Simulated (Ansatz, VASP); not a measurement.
# Two plane-wave programs on NaZr4

Contents of INCAR:

```
PREC = Accurate
ENCUT = 600
EDIFF = 1E-6
ISMEAR = 0
SIGMA = 0.1
LREAL = False
LASPH = True
NELM = 100
ALGO = Fast
ISIF = 3
LWAVE = False
LCHARG = False
GGA = PE
IBRION = 2
NSW = 90
EDIFFG = -0.04
```

KPOINTS

```
Automatic mesh
0
Gamma
  4 4 4
```

POSCAR

```
NaZr4
1.0
    4.5150403300      0.0000000000      0.0000000000
    0.0000000000      4.5150403300      0.0000000000
    0.0000000000      0.0000000000      4.5150403300
Na Zr
1 4
Direct
    0.0000000000      0.0000000000      0.0000000000
    0.5000000000      0.0000000000      0.0000000000
    0.0000000000      0.5000000000      0.0000000000
    0.0000000000      0.0000000000      0.5000000000
    0.5000000000      0.5000000000      0.5000000000
```

Input for Ansatz:

```yaml
crystal:
  lattice:
    - [4.51504033, 0.0, 0.0]
    - [0.0, 4.51504033, 0.0]
    - [0.0, 0.0, 4.51504033]
  atoms:
    - { symbol: Na, position: [0.0, 0.0, 0.0] }
    - { symbol: Zr, position: [0.5, 0.0, 0.0] }
    - { symbol: Zr, position: [0.0, 0.5, 0.0] }
    - { symbol: Zr, position: [0.0, 0.0, 0.5] }
    - { symbol: Zr, position: [0.5, 0.5, 0.5] }
basis:
  ecutwfc: 420
kpoints:
  mp_grid: { grid: [4, 4, 4] }
hamiltonian:
  xc: pbe
scf:
  occupations: { method: gaussian, width: 0.1 }
  lower_state_search: "off"
output:
  forces: true
  stress: true
  eigenvalues: true
relax:
  adjacent_minimum: "off"
  f_tol: 0.04
  max_steps: 70
  cell: { stress_tol: 0.4 }
```

Alike in both runs: task relaxation of cell and atoms; functional PBE; k mesh 4 × 4 × 4; occupations gaussian, width 0.1 eV; no spin polarisation.

|  | VASP | Ansatz |
| --- | --- | --- |
| version | VASP 6.6.1 | Ansatz 0.2.0 |
| potentials or method | VASP PAW PBE potentials, release 64 (Na_pv, Zr_sv), cutoff 600 eV | scalar-relativistic, plane waves, PAW |
| valence electrons in the cell | 55 | 57 |

```tsv
	VASP	Ansatz	Ansatz less VASP
gap on the k mesh at the Fermi level, each at its own relaxed structure (eV)	none	none	-
relaxed volume (Å³/atom)	25.10	25.04	-0.057
relaxed cell length with the largest relative difference (Å)	5.006	5.003	-0.0038
```

A gap of «none» marks a metal or a gap that the smearing closes. VASP's potentials hold 55 valence electrons a cell and Ansatz's 57, so a difference there can come from the potentials and not from the codes.

Noted on VASP's run: the volume moved by over 15 % at a fixed basis, so the end points are rough.
